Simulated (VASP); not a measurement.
Li:

```
CELL_PARAMETERS angstrom
0.00000 2.85483 2.85483
2.85483 0.00000 2.85483
2.85483 2.85483 0.00000
ATOMIC_POSITIONS crystal
Li 0.50000 0.50000 0.50000
Li 0.75000 0.75000 0.75000
```

This isn't the form of Li at room conditions, which is bcc.

```yaml
Program: VASP 6.6.1
Task: relaxation of cell and atoms
Functional: PBE
Potentials_or_basis: VASP PAW PBE potentials, release 64 (Li_sv)
Cutoff: 600 eV
k_mesh: 16 × 16 × 16
Occupations: gaussian, width 0.1 eV
Spin: no spin polarisation
```

At the start: pressure 0.5 GPa; volume 23.27 Å³/atom.

Q: How do energy, volume and symmetry change on relaxing?

A: Over 5 steps the energy falls by 3.0 meV/atom and the volume is 25.34 Å³/atom (+8.9 %); space group Fd-3m (No. 227, to 0.1 Å) before and after.

Step by step:
| step | energy change (eV) | largest force (eV/Å) | pressure (GPa) | volume (Å³) |
| --- | --- | --- | --- | --- |
| 1 | 0.0000 | 0.0000 | 0.49 | 46.53 |
| 2 | -0.0014 | 0.0000 | 0.42 | 47.02 |
| 3 | -0.0044 | 0.0000 | 0.24 | 48.48 |
| 4 | -0.0058 | 0.0000 | -0.08 | 51.50 |
| 5 | -0.0060 | 0.0000 | 0.00 | 50.68 |

Final structure:
```
Li
1.0
     0.00000    2.93721    2.93721
     2.93721    0.00000    2.93721
     2.93721    2.93721    0.00000
Li
2
Direct
  0.50000 0.50000 0.50000
  0.75000 0.75000 0.75000
```

Caveat: the cutoff is under 1.25 times the usual one of these potentials, so pressure, stress and relaxed cells hold a basis-set (Pulay) error.
